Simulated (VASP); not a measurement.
Input of a VASP 6.6.1 run:

POSCAR

```
NaH
1.0
    2.8073678000      0.0000000000      0.0000000000
    0.0000000000      2.8073678000      0.0000000000
    0.0000000000      0.0000000000      2.8812459000
Na H
1 1
Direct
    0.0000000000      0.0000000000      0.0000000000
    0.5000000000      0.5000000000      0.5000000000
```

INCAR.step1

```
SYSTEM = NaH
PREC = Accurate ; ENCUT = 520
ISMEAR = 0 ; SIGMA = 0.05
LREAL = .FALSE. ; LASPH = .TRUE.
NELM = 60 ; NBANDS = 11
GGA = PE ; ALGO = Normal
EDIFF = 1E-4 ; LWAVE = .TRUE.
LCHARG = .FALSE.
```

INCAR.step2

```
SYSTEM = NaH
PREC = Accurate ; ENCUT = 520
EDIFF = 1E-6 ; ISMEAR = 0
SIGMA = 0.05 ; LREAL = .FALSE.
LASPH = .TRUE. ; NELM = 60
ALGO = Normal ; ISIF = 2
LWAVE = .FALSE. ; LCHARG = .FALSE.
METAGGA = R2SCAN ; LMIXTAU = .TRUE.
NBANDS = 11 ; ISTART = 1
```

KPOINTS

```
Automatic mesh
0
G
  10 10 10
  0 0 0
```

Potentials or basis: VASP PAW PBE potentials, release 64 (Na_pv, H).

The run is started by

```sh
$ cat potpaw_PBE.64/Na_pv/POTCAR potpaw_PBE.64/H/POTCAR > POTCAR
$ cp INCAR.step1 INCAR
$ mpirun -np 1 vasp_std > vasp.out
$ cp INCAR.step2 INCAR
$ mpirun -np 1 vasp_std > vasp.out
```

Q: Predict the pressure.

A: 2.9 GPa.

Q: What does it give for the band gap on the k mesh?

A: 1.45 eV, indirect (least direct gap 5.45 eV).

Stress tensor (GPa, compression positive):
```
4.06 0.00 0.00
0.00 4.06 0.00
0.00 0.00 0.59
```

Caveat: the cell differs from its parent crystal (strain -0.050 along x and y, -0.025 along z); the PAW data sets were made with another functional, which shifts forces and pressure a little. A k mesh can miss the band edges.
